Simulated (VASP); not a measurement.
# ScAl3 (P4/mmm) in VASP: further runs, part 2 of 2

VASP 6.6.1. The steps go on from the part before.

### Step 3. Single point, PBEsol (strain -0.080 along x and y, +0.040 along z)

INCAR reads:

```
SYSTEM = ScAl3
  PREC = Accurate
  ENCUT = 520
  EDIFF = 1E-6
  ISMEAR = 0
  SIGMA = 0.15
  LREAL = .FALSE.
  LASPH = .TRUE.
  NELM = 100
  ALGO = Fast
  ISIF = 2
  LWAVE = .FALSE.
  LCHARG = .TRUE.
  GGA = PS
  LELF = .TRUE.
  LVHAR = .TRUE.
  NBANDS = 18
```

KPOINTS reads:

```
Automatic mesh
0
G
  12 12 12
  0 0 0
```

POSCAR reads:

```
ScAl3
1.0
    3.7455947268      0.0000000000      0.0000000000
    0.0000000000      3.7455947268      0.0000000000
    0.0000000000      0.0000000000      4.2341505607
Sc Al
1 3
Direct
    0.0000000000      0.0000000000      0.0000000000
    0.5000000000      0.0000000000      0.5000000000
    0.0000000000      0.5000000000      0.5000000000
    0.5000000000      0.5000000000      0.0000000000
```

Potentials or basis: VASP PAW PBE potentials, release 64 (Sc_sv, Al).

Launch:

```
$ cat potpaw_PBE.64/Sc_sv/POTCAR potpaw_PBE.64/Al/POTCAR > POTCAR
$ mpirun -np 1 vasp_std > vasp.out
```

It took 2.9 min on 1 thread of AMD EPYC 7R43 (Zen 3), shared host; peak memory 0.27 GiB.

The run converged. Its results:

```yaml
Free_energy: -20.0341 eV
Pressure: 16.6 GPa
Band_gap_on_the_k_mesh: zero (band 10 reaches 9.91 eV, above the bottom of band 11 at 5.74 eV)
```

Stress tensor (GPa, compression positive):
```
24.97  0.00  0.00
 0.00 24.97  0.00
 0.00  0.00 -0.23
```

Levels at points of the mesh, in eV from the Fermi level:
```tsv
k point	band 6	band 7	band 8	band 9	band 10	band 11	band 12	band 13	band 14	band 15
(0.00, 0.00, 0.00)	-3.48	-2.90	-2.18	-1.13	-1.13	1.26	1.34	1.34	1.72	5.88
(0.50, 0.00, 0.00)	-7.64	-2.66	-1.91	-1.31	0.34	0.35	1.89	1.91	2.69	3.08
(0.50, 0.50, 0.00)	-5.31	-5.31	-4.68	-1.10	-1.10	0.52	0.62	2.88	3.12	3.12
(0.00, 0.00, 0.50)	-7.93	-1.50	-1.46	-1.46	1.45	1.45	1.86	1.86	1.94	2.36
(0.50, 0.00, 0.50)	-6.13	-5.73	-4.61	-0.44	-0.02	1.74	1.81	2.00	3.16	4.23
(0.50, 0.50, 0.50)	-4.90	-4.87	-4.87	-3.41	-2.73	-2.73	1.11	2.98	3.43	4.53
```

Caveat: the cell differs from its parent crystal (strain -0.080 along x and y, +0.040 along z); the PAW data sets were made with another functional, which shifts forces and pressure a little.

### Step 4. Single point, PBEsol (strain -0.080 along x and y, +0.080 along z)

INCAR reads:

```
SYSTEM = ScAl3
ALGO = Fast
EDIFF = 1E-7
ENCUT = 520
GGA = PS
ISIF = 2
ISMEAR = 0
LASPH = .True.
LCHARG = .False.
LREAL = .False.
LWAVE = .False.
NBANDS = 18
NELM = 60
PREC = Accurate
SIGMA = 0.15
```

KPOINTS reads:

```
k-points
0
Gamma
  12 12 12
  0 0 0
```

POSCAR, as its differences from that of step 3:

```diff
@@ -4,3 +4,3 @@
     0.0000000000      3.7455947268      0.0000000000
-    0.0000000000      0.0000000000      4.2341505607
+    0.0000000000      0.0000000000      4.3970025054
 Sc Al
```

Launch:

```
$ cat potpaw_PBE.64/Sc_sv/POTCAR potpaw_PBE.64/Al/POTCAR > POTCAR
$ mpirun -np 1 vasp_std > vasp.out
```

It took 4.4 min on 1 thread of AMD EPYC 7R43 (Zen 3), shared host; peak memory 0.28 GiB.

Results (log left out):

* Free energy: -19.9844 eV
* Pressure: 12.5 GPa
* Band gap on the k mesh: zero (band 10 reaches 9.14 eV, above the bottom of band 11 at 5.47 eV)

Stress tensor (GPa, compression positive):
```
21.87  0.00  0.00
 0.00 21.87  0.00
 0.00  0.00 -6.14
```

Levels at points of the mesh, in eV from the Fermi level:
```
           k point  band 8  band 9  band 10  band 11  band 12  band 13
(0.00, 0.00, 0.00)   -1.89   -0.87    -0.87     1.35     1.40     1.40
(0.50, 0.00, 0.00)   -1.84   -1.04    -0.05     0.14     1.94     2.08
(0.50, 0.50, 0.00)   -4.53   -1.08    -1.08     0.22     0.58     2.78
(0.00, 0.00, 0.50)   -1.21   -1.21     1.11     1.55     1.97     2.03
(0.50, 0.00, 0.50)   -4.44   -0.32     0.23     1.50     2.02     2.08
(0.50, 0.50, 0.50)   -4.66   -3.42    -2.56    -2.56     0.97     3.00
```

Caveat: the cell differs from its parent crystal (strain -0.080 along x and y, +0.080 along z); the PAW data sets were made with another functional, which shifts forces and pressure a little.

### Step 5. Single point, PBEsol (strain +0.000 along x and y, -0.080 along z)

INCAR reads:

```
  PREC = Accurate
  ENCUT = 520
  EDIFF = 1E-6
  ISMEAR = 0
  SIGMA = 0.15
  LREAL = False
  LASPH = True
  NELM = 80
  ALGO = Fast
  ISIF = 2
  LWAVE = False
  LCHARG = True
  GGA = PS
  LELF = True
  LVHAR = True
  NBANDS = 18
```

KPOINTS reads:

```
regular mesh
0
Gamma
  12 12 12
```

POSCAR reads:

```
ScAl3
1.0
    4.0712986161      0.0000000000      0.0000000000
    0.0000000000      4.0712986161      0.0000000000
    0.0000000000      0.0000000000      3.7455947268
Sc Al
1 3
Direct
    0.0000000000      0.0000000000      0.0000000000
    0.5000000000      0.0000000000      0.5000000000
    0.0000000000      0.5000000000      0.5000000000
    0.5000000000      0.5000000000      0.0000000000
```

Potentials or basis: VASP PAW PBE potentials, release 64 (Sc_sv, Al).

Launch:

```
$ cat potpaw_PBE.64/Sc_sv/POTCAR potpaw_PBE.64/Al/POTCAR > POTCAR
$ mpirun -np 1 vasp_std > vasp.out
```

OUTCAR:

```text
PREC = Accurate
   ENCUT = 520
   EDIFF = 1E-6
   ISMEAR = 0
   LREAL = False
   LASPH = True
   NELM = 80
   ISIF = 2
   GGA = PS

 ion  position               nearest neighbor table
   1  0.000  0.000  0.000-   2 2.77   3 2.77   2 2.77   3 2.77   3 2.77   3 2.77   2 2.77   2 2.77
                             4 2.88   4 2.88   4 2.88   4 2.88
   2  0.500  0.000  0.500-   1 2.77   4 2.77   1 2.77   4 2.77   4 2.77   4 2.77   1 2.77   1 2.77
                             3 2.88   3 2.88   3 2.88   3 2.88
   3  0.000  0.500  0.500-   1 2.77   4 2.77   1 2.77   4 2.77   1 2.77   1 2.77   4 2.77   4 2.77
[... 711 lines left out ...]
  -------------------------------------------------------------------------------------
  Total        2.0353479      2.0353479      7.1231566      0.0000000      0.0000000     -0.0000000
  in kB       52.5245733     52.5245733    183.8215290      0.0000000      0.0000000     -0.0000000
  external PRESSURE =      96.2902252 kB  Pullay stress =       0.0000000 kB

 VOLUME and BASIS-vectors are now :
 -----------------------------------------------------------------------------
  energy-cutoff  :      520.00
  volume of cell :       62.09
      direct lattice vectors                 reciprocal lattice vectors
     4.071298616  0.000000000  0.000000000     0.245621875  0.000000000  0.000000000
     0.000000000  4.071298616  0.000000000     0.000000000  0.245621875  0.000000000
     0.000000000  0.000000000  3.745594727     0.000000000  0.000000000  0.266980299

 POSITION                                       TOTAL-FORCE (eV/Angst)
 -----------------------------------------------------------------------------------
      0.00000      0.00000      0.00000         0.000000      0.000000      0.000000
      2.03565      0.00000      1.87280         0.000000      0.000000      0.000000
      0.00000      2.03565      1.87280         0.000000      0.000000      0.000000
      2.03565      2.03565      0.00000         0.000000      0.000000      0.000000
 -----------------------------------------------------------------------------------
    total drift:                               -0.000000     -0.000000      0.000000

  FREE ENERGIE OF THE ION-ELECTRON SYSTEM (eV)
  ---------------------------------------------------
  free  energy   TOTEN  =       -20.4733245943 eV

  energy  without entropy=      -20.4579634407  energy(sigma->0) =      -20.46564402
```

stdout:

```text
POSCAR found type information on POSCAR ScAl
 POSCAR found :  2 types and       4 ions
 scaLAPACK will be used
 -----------------------------------------------------------------------------
|                                                                             |
|                                                                             |
|     You enforced a specific xc type in the INCAR file but a different       |
|     I HOPE YOU KNOW WHAT YOU ARE DOING!                                     |
|                                                                             |
 -----------------------------------------------------------------------------

 LDA part: xc-table for (Slater+PW92), standard interpolation
 POSCAR, INCAR and KPOINTS ok, starting setup
 FFT: planning ... GRIDC
 FFT: planning ... GRID_SOFT
 FFT: planning ... GRID
 WAVECAR not read
 entering main loop
```

Wall time 3.5 min (1 thread of AMD EPYC 7R43 (Zen 3), shared host); peak memory 0.28 GiB.

Results:

```
Free energy            : -20.4733 eV
Pressure               : 9.6 GPa
Band gap on the k mesh : zero (band 10 reaches 8.98 eV, above the bottom of band 11 at 5.17 eV)
```

Caveat: the cell differs from its parent crystal (strain +0.000 along x and y, -0.080 along z); the PAW data sets were made with another functional, which shifts forces and pressure a little.

### Step 6. The runs side by side

```csv
cell,further INCAR settings,gap on the mesh (eV),pressure (GPa)
"a = 3.746, b = 3.746, c = 4.071 Å, 4 atoms",ALGO = Fast; EDIFF = 1e-06; NBANDS = 18,none,22.2
"a = 3.746, b = 3.746, c = 4.234 Å, 4 atoms",ALGO = Fast; EDIFF = 1e-06; NBANDS = 18,none,16.6
"a = 3.746, b = 3.746, c = 4.397 Å, 4 atoms",ALGO = Fast; EDIFF = 1e-07; NBANDS = 18,none,12.5
"a = 4.071, b = 4.071, c = 3.746 Å, 4 atoms",ALGO = Fast; EDIFF = 1e-06; NBANDS = 18,none,9.6
```

Alike in all rows: task single point; level PBEsol; potentials or basis VASP PAW PBE potentials, release 64 (Sc_sv, Al); no spin polarisation; k mesh 12 × 12 × 12; cutoff (eV) 520; smearing gaussian 0.15 eV.

Caveats: the PAW data sets were made with another functional, which shifts forces and pressure a little.

Absolute energies hang on the potentials; compare differences alone.
